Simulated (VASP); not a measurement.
Crystal: GaSb.

```
Sb Ga
1.0
    -2.71622    2.71622    1.56921
     2.71622   -2.71622    1.56921
     2.71622    2.71622   -1.56921
Sb Ga
1 1
Direct
  0.00000 0.00000 0.00000
  0.75000 0.25000 0.50000
```

This cell differs from its parent crystal: volume scaled by 0.96.

Base run:

```yaml
Program: VASP 6.6.1
Functional: PBEsol
Potentials_or_basis: VASP PAW PBE potentials, release 64 (Sb, Ga_d)
Cutoff: 520 eV
k_mesh: 10 × 10 × 10
Occupations: fermi-dirac, width 0.05 eV
Spin: no spin polarisation
```

Its results: band gap on the k mesh zero (band 9 reaches 8.67 eV, above the bottom of band 10 at 4.00 eV); pressure -0.8 GPa.

Problem. The run is repeated on the same cell with these changes: functional from PBEsol to PBE; further incar settings from ALGO = Normal; EDIFF = 1e-06; NBANDS = 16 to ALGO = Normal; EDIFF = 1e-07; NBANDS = 16. What comes out?

Solution. Band gap on the k mesh zero (band 9 reaches 8.82 eV, above the bottom of band 10 at 4.16 eV); pressure 2.6 GPa.

Caveats: spin-orbit coupling is left out, which moves the levels of the heavy elements; the PAW data sets were made with another functional, which shifts forces and pressure a little (some runs).
